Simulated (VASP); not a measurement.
Write the native input for VASP 6.6.1 that does the following.

```
Task                   : single point
Functional             : LDA
Potentials or basis    : VASP PAW LDA potentials, release 64 (Sr_sv, Ti_sv, O_h)
Cutoff                 : 910 eV
k mesh                 : 8 × 8 × 8
Occupations            : fermi-dirac, width 0.05 eV
Spin                   : no spin polarisation
Dipole correction      : no
Further INCAR settings : ALGO = Normal; EDIFF = 1e-06; NBANDS = 28
```

The structure of SrTiO3 lies in POSCAR:

```
SrTiO3
1.0
    3.8542043497      0.0000000000      0.0000000000
    0.0000000000      3.8542043497      0.0000000000
    0.0000000000      0.0000000000      3.8542043497
Sr Ti O
1 1 3
Direct
    0.5000000000      0.5000000000      0.5000000000
    0.0000000000      0.0000000000      0.0000000000
    0.5000000000      0.0000000000      0.0000000000
    0.0000000000      0.5000000000      0.0000000000
    0.0000000000      0.0000000000      0.5000000000
```

The input as run:

INCAR

```
SYSTEM = SrTiO3
  PREC = Accurate
  ENCUT = 910
  EDIFF = 1E-6
  ISMEAR = -1
  SIGMA = 0.05
  LREAL = .False.
  LASPH = .True.
  NELM = 120
  ALGO = Normal
  ISIF = 2
  LWAVE = .False.
  LCHARG = .True.
  GGA = CA
  LELF = .True.
  LVHAR = .True.
  NBANDS = 28
  GGA_COMPAT = .False.
```

KPOINTS

```
regular mesh
0
Gamma
  8 8 8
  0 0 0
```

Potentials or basis: VASP PAW LDA potentials, release 64 (Sr_sv, Ti_sv, O_h).

The run is started by

```bash
$ cat potpaw_LDA.64/Sr_sv/POTCAR potpaw_LDA.64/Ti_sv/POTCAR potpaw_LDA.64/O_h/POTCAR > POTCAR
$ mpirun -np 1 vasp_std > vasp.out
```

It gave:

```
Pressure               : 0.8 GPa
Band gap on the k mesh : 1.82 eV (least direct gap 2.15 eV)
```

Caveat: the cutoff is under 1.25 times the usual one of these potentials, so pressure, stress and relaxed cells hold a basis-set (Pulay) error.

It took 93 s on 1 thread of AMD EPYC 9R45 96-Core Processor (Zen 5), with other jobs on the host, peak memory 0.25 GiB.
